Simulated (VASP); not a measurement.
# Al2GaN3 (Cm) in VASP: a series of runs

Runs on Al2GaN3. Level: PBEsol. Tasks: single point.

Program: VASP 6.6.1. These are calculated values, not measurements. Logs are shortened: lines on timing, memory, paths and dates and some standing lists are left out, and cuts for length are marked.

## (1) The cell of the first run

It takes space group Cm (No. 8, monoclinic). Conventional cell: a = 11.390 Å, b = 3.111 Å, c = 7.361 Å, α = 90.00°, β = 104.76°, γ = 90.00°. Within 2.5 Å of Al (site symmetry m) lie 4 N at 1.87 to 1.90 Å. Al (site symmetry m) has 4 N at 1.88 to 1.89 Å within 2.5 Å. Within 2.5 Å of Al (site symmetry m) lie 4 N at 1.88 to 1.89 Å. Al (site symmetry m) has 4 N at 1.88 to 1.89 Å within 2.5 Å. Ga (site symmetry m) has 4 N at 1.92 to 1.94 Å within 2.5 Å. Ga (site symmetry m) has 4 N at 1.92 to 1.94 Å within 2.5 Å. Within 2.5 Å of N (site symmetry m) lie 3 Al at 1.88 Å and 1 Ga at 1.94 Å. Within 2.5 Å of N (site symmetry m) lie 3 Al at 1.88 Å and 1 Ga at 1.94 Å.

## (2) Single point, PBEsol

Input file INCAR:

```
SYSTEM = Al2GaN3
PREC = Accurate
ENCUT = 600
EDIFF = 1E-6
ISMEAR = 0
SIGMA = 0.02
LREAL = .FALSE.
LASPH = .TRUE.
NELM = 120
ALGO = Normal
ISIF = 2
LWAVE = .FALSE.
LCHARG = .FALSE.
GGA = PS
NBANDS = 46
GGA_COMPAT = .FALSE.
```

Input file KPOINTS:

```
regular mesh
0
G
  8 8 4
  0 0 0
```

Input file POSCAR:

```
Al2GaN3
1.0
    5.6951524693     -1.5557381039      0.0024497185
    5.6951524693      1.5557381039      0.0024497185
   -1.8784154768      0.0000000000      7.1174838858
Al Ga N
4 2 6
Direct
    0.9442602249      0.9442602249      0.3891871972
    0.8889845407      0.8889845407      0.7766077478
    0.2232323982      0.2232323982      0.4444736581
    0.5540539183      0.5540539183      0.1130383259
    0.2770693894      0.2770693894      0.0576184248
    0.6096257733      0.6096257733      0.7217760094
    0.1475340446      0.1475340446      0.1850472495
    0.4815972724      0.4815972724      0.8525437991
    0.8183305768      0.8183305768      0.5150453646
    0.7643962518      0.7643962518      0.9017083376
    0.0953237181      0.0953237181      0.5647154391
    0.4309568916      0.4309568916      0.2430394364
```

Potentials or basis: VASP PAW PBE potentials, release 64 (Al, Ga_d, N).

Run with:

```sh
$ cat potpaw_PBE.64/Al/POTCAR potpaw_PBE.64/Ga_d/POTCAR potpaw_PBE.64/N/POTCAR > POTCAR
$ mpirun -np 1 vasp_std > vasp.out
```

OUTCAR:

```text
SYSTEM = Al2GaN3
   PREC = Accurate
   ENCUT = 600
   EDIFF = 1E-6
   ISMEAR = 0
   LREAL = .FALSE.
   LASPH = .TRUE.
   NELM = 120
   ISIF = 2
   GGA = PS

 ion  position               nearest neighbor table
   1  0.944  0.944  0.389-  11 1.87  12 1.88  12 1.88   9 1.90   4 3.07   4 3.07   2 3.07   3 3.07
                             3 3.07   3 3.10   6 3.10   6 3.10   5 3.10   5 3.10
   2  0.889  0.889  0.777-  10 1.88   8 1.88   8 1.88   9 1.89   6 3.07   6 3.07   1 3.07   3 3.10
                             3 3.10   6 3.10   5 3.11   5 3.11   4 3.12   4 3.12
   3  0.223  0.223  0.444-   7 1.88  11 1.89   9 1.89   9 1.89   5 3.06   1 3.07   1 3.07   1 3.10
                             6 3.10   6 3.10   2 3.10   2 3.10   4 3.11   4 3.11
   4  0.554  0.554  0.113-   7 1.88   7 1.88   8 1.88  12 1.89   1 3.07   1 3.07   5 3.08   5 3.09
                             5 3.09   6 3.10   3 3.11   3 3.11   2 3.12   2 3.12
   5  0.277  0.277  0.058-  10 1.92  10 1.92  12 1.93   7 1.94   3 3.06   4 3.08   4 3.09   4 3.09
                             1 3.10   1 3.10   2 3.11   2 3.11
   6  0.610  0.610  0.722-  10 1.92  11 1.92  11 1.92   8 1.94   2 3.07   2 3.07   3 3.10   3 3.10
                             1 3.10   1 3.10   4 3.10   2 3.10
   7  0.148  0.148  0.185-   4 1.88   4 1.88   3 1.88   5 1.94
   8  0.482  0.482  0.853-   2 1.88   2 1.88   4 1.88   6 1.94
   9  0.818  0.818  0.515-   2 1.89   3 1.89   3 1.89   1 1.90
  10  0.764  0.764  0.902-   2 1.88   6 1.92   5 1.92   5 1.92
  11  0.095  0.095  0.565-   1 1.87   3 1.89   6 1.92   6 1.92
  12  0.431  0.431  0.243-   1 1.88   1 1.88   4 1.89   5 1.93

  LATTYP: Found a base centered monoclinic cell.
 ALAT       =    11.3903059923
 B/A-ratio  =     0.2731687990
 C/A-ratio  =     0.6462673997
 COS(beta)  =    -0.2547625390

  Lattice vectors:

 A1 = (   5.6951524693,  -1.5557381039,   0.0024497185)
 A2 = (   5.6951524693,   1.5557381039,   0.0024497185)
 A3 = (  -1.8784154768,   0.0000000000,   7.1174838858)

Analysis of symmetry for initial positions (statically):
=====================================================================
 Subroutine PRICEL returns:
 Original cell was already a primitive cell.

 Routine SETGRP: Setting up the symmetry group for a
 base centered monoclinic supercell.

 Subroutine GETGRP returns: Found  2 space group operations
 (whereof  2 operations were pure point group operations)
 out of a pool of  4 trial point group operations.

The static configuration has the point symmetry C_1h.

Analysis of symmetry for dynamics (positions and initial velocities):
=====================================================================
 Subroutine PRICEL returns:
 Original cell was already a primitive cell.

 Routine SETGRP: Setting up the symmetry group for a
 base centered monoclinic supercell.

 Subroutine GETGRP returns: Found  2 space group operations
 (whereof  2 operations were pure point group operations)
 out of a pool of  4 trial point group operations.

The dynamic configuration has the point symmetry C_1h.

 Subroutine INISYM returns: Found  2 space group operations
 (whereof  2 operations are pure point group operations),
 and found     1 'primitive' translations

----------------------------------------------------------------------------------------

                                     Primitive cell

  volume of cell :     126.1385

  direct lattice vectors                    reciprocal lattice vectors
     5.695152469 -1.555738104  0.002449719     0.087783997 -0.321390855  0.023167572
     5.695152469  1.555738104  0.002449719     0.087783997  0.321390855  0.023167572
    -1.878415477  0.000000000  7.117483886    -0.000060428  0.000000000  0.140483141

  length of vectors
     5.903819840  5.903819840  7.361183435     0.333968334  0.333968334  0.140483154

  position of ions in fractional coordinates (direct lattice)
     0.944260225  0.944260225  0.389187197
     0.888984541  0.888984541  0.776607748
     0.223232398  0.223232398  0.444473658
     0.554053918  0.554053918  0.113038326
     0.277069389  0.277069389  0.057618425
     0.609625773  0.609625773  0.721776009
     0.147534045  0.147534045  0.185047250
     0.481597272  0.481597272  0.852543799
     0.818330577  0.818330577  0.515045365
     0.764396252  0.764396252  0.901708338
     0.095323718  0.095323718  0.564715439
     0.430956892  0.430956892  0.243039436

  ion indices of the primitive-cell ions
   primitive index   ion index
                 1           1
                 2           2
                 3           3
                 4           4
                 5           5
                 6           6
                 7           7
                 8           8
                 9           9
                10          10
                11          11
                12          12

----------------------------------------------------------------------------------------

 KPOINTS: regular mesh

Automatic generation of k-mesh.
 Grid dimensions read from file:
 generate k-points for:    8    8    4

 Generating k-lattice:

  Cartesian coordinates                     Fractional coordinates (reciprocal lattice)
     0.010973000 -0.040173857  0.002895946     0.125000000  0.000000000  0.000000000
     0.010973000  0.040173857  0.002895946     0.000000000  0.125000000  0.000000000
    -0.000015107  0.000000000  0.035120785    -0.000000000 -0.000000000  0.250000000

  Length of vectors
     0.041746042  0.041746042  0.035120788

  Shift w.r.t. Gamma in fractional coordinates (k-lattice)
     0.000000000  0.000000000  0.000000000

 Subroutine IBZKPT returns following result:
 ===========================================

 Found     78 irreducible k-points:

 Following reciprocal coordinates:
            Coordinates               Weight
  0.000000  0.000000  0.000000      1.000000
  0.125000  0.000000 -0.000000      4.000000
  0.250000  0.000000 -0.000000      4.000000
  0.375000  0.000000  0.000000      4.000000
  0.500000  0.000000 -0.000000      2.000000
  0.125000  0.125000 -0.000000      2.000000
[... 16 lines left out ...]
  0.125000  0.000000  0.250000      4.000000
  0.250000  0.000000  0.250000      4.000000
 [... further k-points ...]
   k-points           NKPTS =     78   k-points in BZ     NKDIM =     78   number of bands    NBANDS=     46
   number of dos      NEDOS =    301   number of ions     NIONS =     12
   total plane-waves  NPLWV = 138240
   dimension x,y,z NGX =    48 NGY =   48 NGZ =   60
   dimension x,y,z NGXF=    96 NGYF=   96 NGZF=  120
   ions per type =               4   2   6
   NGX,Y,Z   is equivalent  to a cutoff of  13.52, 13.52, 13.55 a.u.
   NGXF,Y,Z  is equivalent  to a cutoff of  27.03, 27.03, 27.10 a.u.
 SYSTEM =  Al2GaN3
   PREC   = accura    normal or accurate (medium, high low for compatibility)
   ISTART =      0    job   : 0-new  1-cont  2-samecut
   ICHARG =      2    charge: 1-file 2-atom 10-const
   ISPIN  =      1    spin polarized calculation?
   LNONCOLLINEAR =      F non collinear calculations
   LSORBIT =      F    spin-orbit coupling
   LASPH  =      T    aspherical Exc in radial PAW
   ENCUT  =  600.0 eV  44.10 Ry    6.64 a.u.  11.79 11.79 14.70*2*pi/ulx,y,z
   NELM   =    120;   NELMIN=  2; NELMDL= -5     # of ELM steps
   EDIFF  = 0.1E-05   stopping-criterion for ELM
   LREAL  =      F    real-space projection
[... 7 lines left out ...]
   TEBEG  =    0.0;   TEEND  =   0.0 temperature during run
   PSTRESS=    0.0 pullay stress
   NELECT =      68.0000    total number of electrons
   NUPDOWN=      -1.0000    fix difference up-down
   EMIN   =  10.00;   EMAX   =-10.00  energy-range for DOS
   EFERMI =   0.00;   METHOD = LEGACY
   ISMEAR =     0;   SIGMA  =   0.02  broadening in eV -4-tet -1-fermi 0-gaus
   EFERMI_NEDOS =   21; number of points for ismear=-14 and -15
   IALGO  =     38    algorithm
   IMIX   =      4    mixing-type and parameters
     AMIX     =   0.40;   BMIX     =  1.00
     AMIX_MAG =   1.60;   BMIX_MAG =  1.00
  volume/ion in A,a.u.               =      10.51        70.94
  Fermi-wavevector in a.u.,A,eV,Ry     =   1.332381  2.517836 24.153613  1.775240
  Thomas-Fermi vector in A             =   2.461321
   LORBIT       =      0    0 simple, 1 ext, 2 COOP (PROOUT), +10 PAW based schemes
   GGA     = PS    functional components
   LHFCALC =     F    Hartree Fock is set to
   AEXX    =    0.0000 exact exchange contribution
   IVDW    =     0    specifies the selected vdW correction
   LEPSILON=     F    determine dielectric tensor
   LRPA    =     F    only Hartree local field effects (RPA)
 non-spin polarized calculation
 Gauss-broadening in eV      SIGMA  =   0.02
  energy-cutoff  :      600.00
  volume of cell :      126.14
 maximum number of plane-waves:      4232
   NGX = 23   NGY = 23   NGZ = 29

 number of electron      68.0000002 magnetization

 Free energy of the ion-electron system (eV)
  ---------------------------------------------------
  ext. energy  EPLUGINS =         0.00000000
  ---------------------------------------------------
  free energy    TOTEN  =       -88.78494602 eV

  energy without entropy =      -88.78494602  energy(sigma->0) =      -88.78494602

 E-fermi :   6.1463     XC(G=0): -11.5063

 val. band max:        5.9855499042   @ k =   0.0000   0.0000   0.0000
 cond. band min:       9.4476254722   @ k =   0.0000   0.0000   0.0000
 fundamental gap:      3.4620755680
 Fermi energy:         6.1463329680

 k-point     1 :       0.0000    0.0000    0.0000
  band No.  band energies     occupation
      1      -9.6365      2.00000
      2      -8.6117      2.00000
      3      -8.2873      2.00000
      4      -8.0752      2.00000
      5      -7.8909      2.00000
      6      -7.4789      2.00000
[... 38 lines left out ...]
     45      16.1100      0.00000
     46      16.6920      0.00000
[... 1086 lines left out ...]
      6      -7.2336      2.00000
[... 38 lines left out ...]
     45      15.3980      0.00000
     46      15.7555      0.00000

 [... further k-points ...]

------------------------ aborting loop because EDIFF is reached ----------------------------------------

  FORCE on cell =-STRESS in cart. coord.  units (eV):
  Direction    XX          YY          ZZ          XY          YZ          ZX
  --------------------------------------------------------------------------------------
  -------------------------------------------------------------------------------------
  Total        3.8091003      3.7924350      3.7927467      0.0000000      0.0000000     -0.0062663
  in kB       48.3821722     48.1704936     48.1744523      0.0000000      0.0000000     -0.0795926
  external PRESSURE =      48.2423727 kB  Pullay stress =       0.0000000 kB

 VOLUME and BASIS-vectors are now :
 -----------------------------------------------------------------------------
  energy-cutoff  :      600.00
  volume of cell :      126.14
      direct lattice vectors                 reciprocal lattice vectors
     5.695152469 -1.555738104  0.002449719     0.087783997 -0.321390855  0.023167572
     5.695152469  1.555738104  0.002449719     0.087783997  0.321390855  0.023167572
    -1.878415477  0.000000000  7.117483886    -0.000060428  0.000000000  0.140483141

 POSITION                                       TOTAL-FORCE (eV/Angst)
 -----------------------------------------------------------------------------------
     10.02436      0.00000      2.77466        -0.001013      0.000000     -0.002887
      8.66701      0.00000      5.53185         0.002715      0.000000     -0.005612
      1.70778      0.00000      3.16463         0.005165      0.000000      0.002405
      6.09851      0.00000      0.80726         0.000800      0.000000     -0.001672
      3.04767      0.00000      0.41146         0.003320      0.000000     -0.003107
      5.58803      0.00000      5.14022         0.003818      0.000000     -0.001585
      1.33286      0.00000      1.31779         0.006854      0.000000     -0.005831
      3.88411      0.00000      6.07033         0.010750      0.000000     -0.003347
      8.35357      0.00000      3.66984         0.000222      0.000000     -0.000499
      7.01292      0.00000      6.42164        -0.017322      0.000000      0.009356
      0.02500      0.00000      4.01982        -0.002535      0.000000      0.018485
      4.45220      0.00000      1.73194        -0.012777      0.000000     -0.005706
 -----------------------------------------------------------------------------------
    total drift:                               -0.001298     -0.000000      0.001495

  FREE ENERGIE OF THE ION-ELECTRON SYSTEM (eV)
  ---------------------------------------------------
  free  energy   TOTEN  =       -88.7849460198 eV

  energy  without entropy=      -88.7849460198  energy(sigma->0) =      -88.78494602
```

It took 8.5 min on 1 thread of Intel Xeon 6975P-C (Granite Rapids), shared host; peak memory 0.65 GiB.

Results:

| Item | Value |
| --- | --- |
| Free energy | -88.7849 eV |
| Pressure | 4.8 GPa |
| Largest force | 0.020 eV/Å |
| Band gap on the k mesh | 3.46 eV |

Forces on the atoms (eV/Å):
```
Al  -0.001  0.000 -0.003
Al   0.003  0.000 -0.006
Al   0.005  0.000  0.002
Al   0.001  0.000 -0.002
Ga   0.003  0.000 -0.003
Ga   0.004  0.000 -0.002
N    0.007  0.000 -0.006
N    0.011  0.000 -0.003
N    0.000  0.000  0.000
N   -0.017  0.000  0.009
N   -0.003  0.000  0.018
N   -0.013  0.000 -0.006
```

Levels at points of the mesh, in eV from the valence-band top:
```
           k point  band 30  band 31  band 32  band 33  band 34  band 35  band 36  band 37  band 38  band 39
(0.00, 0.00, 0.00)    -0.96    -0.89    -0.07    -0.01     0.00     3.46     5.17     5.44     5.93     6.02
(0.50, 0.00, 0.00)    -1.73    -1.56    -1.46    -1.34    -1.29     4.79     5.16     5.53     5.76     6.96
(0.50, 0.50, 0.00)    -0.96    -0.84    -0.67    -0.56    -0.38     5.33     5.50     5.69     6.03     7.00
(0.00, 0.00, 0.50)    -1.32    -0.53    -0.44    -0.31    -0.11     4.72     4.88     5.21     5.25     7.03
(0.50, 0.00, 0.50)    -1.99    -1.91    -1.07    -0.94    -0.77     5.34     5.48     5.63     5.82     6.63
(0.50, 0.50, 0.50)    -0.77    -0.73    -0.65    -0.27    -0.20     5.23     5.26     5.72     6.07     6.58
```

Caveat: the cell stands under pressure; the PAW data sets were made with another functional, which shifts forces and pressure a little.

(Part 1 of 2 ends here.)
